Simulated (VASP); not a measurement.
# Cu: single point with PBEsol

Cu:

```
CELL_PARAMETERS angstrom
-1.44279 1.44279 1.37608
1.44279 -1.44279 1.37608
1.44279 1.44279 -1.37608
ATOMIC_POSITIONS crystal
Cu 0.00000 0.00000 0.00000
```

* Program: VASP 6.6.1
* Task: single point
* Functional: PBEsol
* Potentials or basis: VASP PAW PBE potentials, release 64 (Cu)
* Cutoff: 520 eV
* k mesh: 20 × 20 × 20
* Occupations: gaussian, width 0.01 eV
* Spin: no spin polarisation
* Dipole correction: no
* Further INCAR settings: ALGO = Normal; EDIFF = 1e-07; NBANDS = 12

| Quantity | Value |
| --- | --- |
| Pressure | -0.8 GPa |
| Band gap on the k mesh | zero (an odd number of electrons rules out a gap without spin polarisation) |

Stress tensor (GPa, compression positive):
```
-0.51  0.00  0.00
 0.00 -0.51  0.00
 0.00  0.00 -1.23
```

Levels at points of the mesh, in eV from the Fermi level:
```tsv
k point	band 3	band 4	band 5	band 6	band 7	band 8	band 9	band 10
(0.00, 0.00, 0.00)	-3.13	-3.13	-2.25	-2.04	24.85	24.85	26.10	28.88
(0.50, 0.00, 0.00)	-2.16	-1.94	-1.37	-0.57	4.68	17.33	17.43	21.33
(0.50, 0.50, 0.00)	-2.33	-2.08	-1.40	-0.94	4.15	18.58	18.85	22.49
(0.50, 0.50, 0.50)	-1.57	-1.57	-1.52	7.69	7.69	9.53	13.35	13.98
```

Run time: 110 s on 1 thread of Intel Xeon 8259CL, with other jobs on the host, peak memory 0.19 GiB.

Caveat: the PAW data sets were made with another functional, which shifts forces and pressure a little.
